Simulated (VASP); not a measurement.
# Ag (Fm-3m) in VASP: single point with r2SCAN

Aim: the single point of Ag with r2SCAN.

Everything below comes from runs of VASP 6.6.1. Logs are shortened: lines on timing, memory, paths and dates and some standing lists are left out, and cuts for length are marked.

**1. The cell of the first run**

The structure is cubic, space group Fm-3m (No. 225). Conventional cell: a = 4.106 Å, b = 4.106 Å, c = 4.106 Å, α = 90.00°, β = 90.00°, γ = 90.00°. Within 3.8 Å of Ag (site symmetry m-3m) lie 12 Ag at 2.90 Å.

**2. Single point, r2SCAN**

POSCAR reads:

```
Ag
1.0
    0.0000000000      2.0528150470      2.0528150470
    2.0528150470      0.0000000000      2.0528150470
    2.0528150470      2.0528150470      0.0000000000
Ag
1
Direct
    0.0000000000      0.0000000000      0.0000000000
```

INCAR.step1 reads:

```
PREC = Accurate
ENCUT = 520
ISMEAR = 1
SIGMA = 0.1
LREAL = F
LASPH = T
NELM = 100
NBANDS = 12
GGA = PE
ALGO = Normal
EDIFF = 1E-4
LWAVE = T
LCHARG = F
```

INCAR.step2 reads:

```
PREC = Accurate
ENCUT = 520
EDIFF = 1E-7
ISMEAR = 1
SIGMA = 0.1
LREAL = F
LASPH = T
NELM = 100
ALGO = Normal
ISIF = 2
LWAVE = F
LCHARG = F
METAGGA = R2SCAN
LMIXTAU = T
NBANDS = 12
ISTART = 1
```

KPOINTS reads:

```
regular mesh
0
Gamma
  34 34 34
```

Potentials or basis: VASP PAW PBE potentials, release 64 (Ag).

Command:

```
> cat potpaw_PBE.64/Ag/POTCAR > POTCAR
> cp INCAR.step1 INCAR
> mpirun -np 1 vasp_std > vasp.out
> cp INCAR.step2 INCAR
> mpirun -np 1 vasp_std > vasp.out
```

OUTCAR:

```text
PREC = Accurate
   ENCUT = 520
   EDIFF = 1E-7
   ISMEAR = 1
   LREAL = F
   LASPH = T
   NELM = 100
   ISIF = 2
   METAGGA = R2SCAN
   ISTART = 1

 ion  position               nearest neighbor table
   1  0.000  0.000  0.000-

  LATTYP: Found a face centered cubic cell.
 ALAT       =     4.1056300940

  Lattice vectors:

 A1 = (   0.0000000000,   2.0528150470,   2.0528150470)
 A2 = (   2.0528150470,   0.0000000000,   2.0528150470)
 A3 = (   2.0528150470,   2.0528150470,   0.0000000000)

Analysis of symmetry for initial positions (statically):
=====================================================================
 Subroutine PRICEL returns:
 Original cell was already a primitive cell.

 Routine SETGRP: Setting up the symmetry group for a
 face centered cubic supercell.

 Subroutine GETGRP returns: Found 48 space group operations
 (whereof 48 operations were pure point group operations)
 out of a pool of 48 trial point group operations.

The static configuration has the point symmetry O_h .

Analysis of symmetry for dynamics (positions and initial velocities):
=====================================================================
 Subroutine PRICEL returns:
 Original cell was already a primitive cell.

 Routine SETGRP: Setting up the symmetry group for a
 face centered cubic supercell.

 Subroutine GETGRP returns: Found 48 space group operations
 (whereof 48 operations were pure point group operations)
 out of a pool of 48 trial point group operations.

The dynamic configuration has the point symmetry O_h .

 Subroutine INISYM returns: Found 48 space group operations
 (whereof 48 operations are pure point group operations),
 and found     1 'primitive' translations

----------------------------------------------------------------------------------------

                                     Primitive cell

  volume of cell :      17.3013

  direct lattice vectors                    reciprocal lattice vectors
     0.000000000  2.052815047  2.052815047    -0.243567973  0.243567973  0.243567973
     2.052815047  0.000000000  2.052815047     0.243567973 -0.243567973  0.243567973
     2.052815047  2.052815047  0.000000000     0.243567973  0.243567973 -0.243567973

  length of vectors
     2.903118881  2.903118881  2.903118881     0.421872104  0.421872104  0.421872104

  position of ions in fractional coordinates (direct lattice)
     0.000000000  0.000000000  0.000000000

  ion indices of the primitive-cell ions
   primitive index   ion index
                 1           1

----------------------------------------------------------------------------------------

 KPOINTS: regular mesh

Automatic generation of k-mesh.
 Grid dimensions read from file:
 generate k-points for:   34   34   34

 Generating k-lattice:

  Cartesian coordinates                     Fractional coordinates (reciprocal lattice)
    -0.007163764  0.007163764  0.007163764     0.029411765  0.000000000  0.000000000
     0.007163764 -0.007163764  0.007163764     0.000000000  0.029411765  0.000000000
     0.007163764  0.007163764 -0.007163764     0.000000000  0.000000000  0.029411765

  Length of vectors
     0.012408003  0.012408003  0.012408003

  Shift w.r.t. Gamma in fractional coordinates (k-lattice)
     0.000000000  0.000000000  0.000000000

 Subroutine IBZKPT returns following result:
 ===========================================

 Found   1059 irreducible k-points:

 Following reciprocal coordinates:
            Coordinates               Weight
  0.000000  0.000000  0.000000      1.000000
  0.029412  0.000000  0.000000      8.000000
  0.058824  0.000000  0.000000      8.000000
  0.088235  0.000000  0.000000      8.000000
  0.117647  0.000000  0.000000      8.000000
  0.147059  0.000000  0.000000      8.000000
[... 16 lines left out ...]
  0.147059  0.029412  0.000000     24.000000
  0.176471  0.029412  0.000000     24.000000
 [... further k-points ...]
   k-points           NKPTS =   1059   k-points in BZ     NKDIM =   1059   number of bands    NBANDS=     12
   number of dos      NEDOS =    301   number of ions     NIONS =      1
   total plane-waves  NPLWV =  13824
   dimension x,y,z NGX =    24 NGY =   24 NGZ =   24
   dimension x,y,z NGXF=    48 NGYF=   48 NGZF=   48
   ions per type =               1
   NGX,Y,Z   is equivalent  to a cutoff of  13.74, 13.74, 13.74 a.u.
   NGXF,Y,Z  is equivalent  to a cutoff of  27.49, 27.49, 27.49 a.u.
 SYSTEM =  unknown system
   PREC   = accura    normal or accurate (medium, high low for compatibility)
   ISTART =      1    job   : 0-new  1-cont  2-samecut
   ICHARG =      0    charge: 1-file 2-atom 10-const
   ISPIN  =      1    spin polarized calculation?
   LNONCOLLINEAR =      F non collinear calculations
   LSORBIT =      F    spin-orbit coupling
   LASPH  =      T    aspherical Exc in radial PAW
   ENCUT  =  520.0 eV  38.22 Ry    6.18 a.u.   5.40  5.40  5.40*2*pi/ulx,y,z
   NELM   =    100;   NELMIN=  2; NELMDL=  0     # of ELM steps
   EDIFF  = 0.1E-06   stopping-criterion for ELM
   LREAL  =      F    real-space projection
   EDIFFG = 0.1E-05   stopping-criterion for IOM
   NSW    =      0    number of steps for IOM
   IBRION =     -1    ionic relax: 0-MD 1-quasi-New 2-CG
   NFREE  =      0    steps in history (QN), initial steepest desc. (CG)
   ISIF   =      2    stress and relaxation
   ISYM   =      2    0-nonsym 1-usesym 2-fastsym
   POTIM  = 0.5000    time-step for ionic-motion
   TEBEG  =    0.0;   TEEND  =   0.0 temperature during run
   PSTRESS=    0.0 pullay stress
   NELECT =      11.0000    total number of electrons
   NUPDOWN=      -1.0000    fix difference up-down
   EMIN   =  10.00;   EMAX   =-10.00  energy-range for DOS
   EFERMI =   0.00;   METHOD = LEGACY
   ISMEAR =     1;   SIGMA  =   0.10  broadening in eV -4-tet -1-fermi 0-gaus
   EFERMI_NEDOS =   21; number of points for ismear=-14 and -15
   IALGO  =     38    algorithm
   IMIX   =      4    mixing-type and parameters
     AMIX     =   0.40;   BMIX     =  1.00
     AMIX_MAG =   1.60;   BMIX_MAG =  1.00
  volume/ion in A,a.u.               =      17.30       116.76
  Fermi-wavevector in a.u.,A,eV,Ry     =   1.407708  2.660182 26.961873  1.981642
  Thomas-Fermi vector in A             =   2.529940
   LORBIT       =      0    0 simple, 1 ext, 2 COOP (PROOUT), +10 PAW based schemes
   METAGGA = R2SCAN    functional components
   LHFCALC =     F    Hartree Fock is set to
   AEXX    =    0.0000 exact exchange contribution
   IVDW    =     0    specifies the selected vdW correction
   LEPSILON=     F    determine dielectric tensor
   LRPA    =     F    only Hartree local field effects (RPA)
 non-spin polarized calculation
 Methfessel and Paxton  Order N= 1 SIGMA  =   0.10
  energy-cutoff  :      520.00
  volume of cell :       17.30
 maximum number of plane-waves:       487
 NGX is ok and might be reduce to    24
   NGX = 11   NGY = 11   NGZ = 11

 number of electron      10.9999999 magnetization

 Free energy of the ion-electron system (eV)
  ---------------------------------------------------
  ext. energy  EPLUGINS =         0.00000000
  ---------------------------------------------------
  free energy    TOTEN  =       -21.35696208 eV

  energy without entropy =      -21.35685832  energy(sigma->0) =      -21.35692750

 E-fermi :   8.2963     XC(G=0): -12.8671

 val. band max:        8.2953620077   @ k =  -0.3529   0.1765   0.0000
 cond. band min:       8.2965513255   @ k =   0.5000   0.2059   0.0588
 fundamental gap:      0.0011893178
 Fermi energy:         8.2962552553

 k-point     1 :       0.0000    0.0000    0.0000
  band No.  band energies     occupation
      1       0.3826      2.00000
      2       3.1453      2.00000
      3       3.1453      2.00000
      4       3.1453      2.00000
      5       4.1630      2.00000
      6       4.1630      2.00000
      7      24.8471      0.00000
      8      28.4852      0.00000
      9      28.4852      0.00000
     10      28.4852      0.00000
     11      33.4116      0.00000
     12      34.3643      0.00000

 k-point     2 :       0.0294    0.0000    0.0000
  band No.  band energies     occupation
      1       0.4105      2.00000
      2       3.1388      2.00000
      3       3.1530      2.00000
      4       3.1530      2.00000
      5       4.1600      2.00000
      6       4.1600      2.00000
      7      24.8535      0.00000
      8      28.2044      0.00000
      9      28.4944      0.00000
     10      28.4944      0.00000
     11      33.5431      0.00000
     12      34.3398      0.00000

 k-point     3 :       0.0588    0.0000    0.0000
  band No.  band energies     occupation
      1       0.4933      2.00000
      2       3.1208      2.00000
      3       3.1754      2.00000
      4       3.1754      2.00000
      5       4.1516      2.00000
      6       4.1516      2.00000
      7      24.8565      0.00000
      8      27.5187      0.00000
      9      28.5202      0.00000
     10      28.5202      0.00000
     11      33.4270      0.00000
     12      34.2597      0.00000
[... 286 lines left out ...]
 k-point    23 :       0.1471    0.0294    0.0000
  band No.  band energies     occupation
      1       0.9752      2.00000
      2       3.0357      2.00000
      3       3.2928      2.00000
      4       3.2969      2.00000
      5       4.0790      2.00000
      6       4.1774      2.00000
      7      23.9520      0.00000
      8      25.8312      0.00000
      9      28.0787      0.00000
     10      29.0079      0.00000
     11      32.0698      0.00000
     12      33.7019      0.00000

 k-point    24 :       0.1765    0.0294    0.0000
  band No.  band energies     occupation
      1       1.2068      2.00000
      2       3.0355      2.00000
      3       3.3338      2.00000
      4       3.3348      2.00000
      5       4.0828      2.00000
      6       4.1958      2.00000
      7      22.9546      0.00000
      8      25.7131      0.00000
      9      27.9947      0.00000
     10      29.1853      0.00000
     11      31.5978      0.00000
     12      33.4404      0.00000

 [... further k-points ...]

------------------------ aborting loop because EDIFF is reached ----------------------------------------

  FORCE on cell =-STRESS in cart. coord.  units (eV):
  Direction    XX          YY          ZZ          XY          YZ          ZX
  --------------------------------------------------------------------------------------
  -------------------------------------------------------------------------------------
  Total        0.0047236      0.0047236      0.0047236     -0.0000000     -0.0000000     -0.0000000
  in kB        0.4374275      0.4374275      0.4374275     -0.0000000     -0.0000000     -0.0000000
  external PRESSURE =       0.4374275 kB  Pullay stress =       0.0000000 kB

 VOLUME and BASIS-vectors are now :
 -----------------------------------------------------------------------------
  energy-cutoff  :      520.00
  volume of cell :       17.30
      direct lattice vectors                 reciprocal lattice vectors
     0.000000000  2.052815047  2.052815047    -0.243567973  0.243567973  0.243567973
     2.052815047  0.000000000  2.052815047     0.243567973 -0.243567973  0.243567973
     2.052815047  2.052815047  0.000000000     0.243567973  0.243567973 -0.243567973

 POSITION                                       TOTAL-FORCE (eV/Angst)
 -----------------------------------------------------------------------------------
      0.00000      0.00000      0.00000         0.000000      0.000000      0.000000
 -----------------------------------------------------------------------------------
    total drift:                               -0.000000      0.000000      0.000000

  FREE ENERGIE OF THE ION-ELECTRON SYSTEM (eV)
  ---------------------------------------------------
  free  energy   TOTEN  =       -21.3569620845 eV

  energy  without entropy=      -21.3568583213  energy(sigma->0) =      -21.35692750
```

It took 10 min on 1 thread of AMD EPYC 9R45 (Zen 5), shared host; peak memory 0.29 GiB.

What came out:

```yaml
Free_energy: -21.3570 eV
Pressure: 0.0 GPa
Band_gap_on_the_k_mesh: zero (an odd number of electrons rules out a gap without spin polarisation)
```

Levels at points of the mesh, in eV from the Fermi level:
```csv
k point,band 4,band 5,band 6,band 7,band 8,band 9
"(0.00, 0.00, 0.00)",-5.15,-4.13,-4.13,16.55,20.19,20.19
"(0.50, 0.00, 0.00)",-3.34,-3.34,-0.36,3.56,15.79,18.39
"(0.50, 0.50, 0.00)",-3.13,-3.13,1.68,6.79,10.99,10.99
```

Caveat: the PAW data sets were made with another functional, which shifts forces and pressure a little.
